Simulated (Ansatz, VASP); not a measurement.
# Two plane-wave programs on MoS2

The input INCAR:

```
PREC     = Accurate       # precision mode
ENCUT    = 520            # plane-wave cutoff, eV
EDIFF    = 1E-8           # SCF threshold, eV
ISMEAR   = -1             # smearing method
SIGMA    = 0.03           # smearing width, eV
LREAL    = F              # projectors in reciprocal space
LASPH    = T              # aspherical terms in the spheres
NELM     = 80             # most SCF steps
ALGO     = Normal         # electronic algorithm
ISIF     = 2              # what is computed and relaxed
LWAVE    = F              # write WAVECAR
LCHARG   = F              # write CHGCAR
LEFG     = T            
NBANDS   = 35             # bands
```

KPOINTS

```
regular mesh
0
Gamma
  10 10 3
```

File POSCAR:

```
MoS2
1.0
    3.1610016016      0.0000000000      0.0000000000
   -1.5805008008      2.7375076884      0.0000000000
    0.0000000000      0.0000000000     12.2950000000
Mo S
2 4
Direct
    0.3333333333      0.6666666667      0.2500000000
    0.6666666667      0.3333333333      0.7500000000
    0.3333333333      0.6666666667      0.6275000000
    0.6666666667      0.3333333333      0.1275000000
    0.3333333333      0.6666666667      0.8725000000
    0.6666666667      0.3333333333      0.3725000000
```

Input for Ansatz:

```yaml
crystal:
  lattice:
    - [3.1610016016, 0.0, 0.0]
    - [-1.5805008008, 2.7375076884, 0.0]
    - [0.0, 0.0, 12.295]
  atoms:
    - { symbol: Mo, position: [0.3333333333, 0.6666666667, 0.25] }
    - { symbol: Mo, position: [0.6666666667, 0.3333333333, 0.75] }
    - { symbol: S, position: [0.3333333333, 0.6666666667, 0.6275] }
    - { symbol: S, position: [0.6666666667, 0.3333333333, 0.1275] }
    - { symbol: S, position: [0.3333333333, 0.6666666667, 0.8725] }
    - { symbol: S, position: [0.6666666667, 0.3333333333, 0.3725] }
kpoints:
  mp_grid: { grid: [10, 10, 3] }
  band_path:
    path:
      - [0.0, 0.0, 0.0]
      - [0.5, 0.0, 0.0]
      - [0.3333333333, 0.3333333333, 0.0]
      - [0.0, 0.0, 0.0]
      - [0.0, 0.0, 0.5]
      - [0.5, 0.0, 0.5]
      - [0.3333333333, 0.3333333333, 0.5]
      - [0.0, 0.0, 0.5]
      - [0.5, 0.0, 0.5]
    npoints: 14
scf:
  occupations: { method: fermi_dirac, width: 0.03 }
hamiltonian:
  xc: lda
  pseudopotentials: { kind: paw }
output:
  forces: true
  stress: true
  eigenvalues: true
  efg: { contact_densities: true }
  populations: true
  bader: true
  dos: { projected: true, de: 0.2, e_range: [-14, 8] }
  write_density: true
  write_potential: true
  elf: true
  volumetric_format: npy
```

Alike in both runs: task electric field gradients; functional LDA; k mesh 10 × 10 × 3; occupations fermi-dirac, width 0.03 eV; no spin polarisation.

```csv
,VASP,Ansatz
version,VASP 6.6.1,Ansatz 0.2.0
potentials or method,"VASP PAW LDA potentials, release 64 (Mo_sv, S)","PAW with Ansatz's default frozen-core files, scalar-relativistic"
plane-wave cutoff (eV),520,420
valence electrons in the cell,52,52
```

VASP gave:

```
pressure (GPa)                                                : 1.2
traceless stress, the component that is largest in VASP (GPa) : 4.57
rms of the force components (eV/Å)                            : 0.359
size of Vzz on the site where it differs most (V/Å²)          : 96.7
```

Problem. What did Ansatz give for the same quantities?

Solution. Pressure (GPa): 1.1; traceless stress, the component that is largest in VASP (GPa): 4.61; rms of the force components (eV/Å): 0.352; size of Vzz on the site where it differs most (V/Å²): 92.5.

LDA's correlation is that of Perdew and Zunger in VASP and of Perdew and Wang (1992) in Ansatz. Atom by atom the forces differ by 0.007 eV/Å (rms over components).
